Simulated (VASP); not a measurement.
The system is NaI.

```xyz
2
Lattice="0.0000 3.1868 3.1868 3.1868 0.0000 3.1868 3.1868 3.1868 0.0000" Properties=species:S:1:pos:R:3 pbc="T T T"
Na    0.0000    0.0000    0.0000
I     3.1868    3.1868    3.1868
```

This cell differs from its parent crystal: strain -1.3%.

Base run:

* Program: VASP 6.6.1
* Functional: r2SCAN
* Potentials or basis: VASP PAW PBE potentials, release 64 (Na_pv, I)
* Cutoff: 520 eV
* k mesh: 8 × 8 × 8
* Occupations: gaussian, width 0.01 eV
* Spin: no spin polarisation

Its results: band gap on the k mesh 4.59 eV, direct; pressure 0.7 GPa.

Question: The run is repeated on the same cell with these changes: functional from r2SCAN to PBE; occupations from gaussian, width 0.01 eV to fermi-dirac, width 0.02 eV. What comes out?

Answer: Band gap on the k mesh 3.77 eV, direct; pressure 1.3 GPa.

Caveats: spin-orbit coupling is left out, which moves the levels of the heavy elements; the PAW data sets were made with another functional, which shifts forces and pressure a little (some runs).

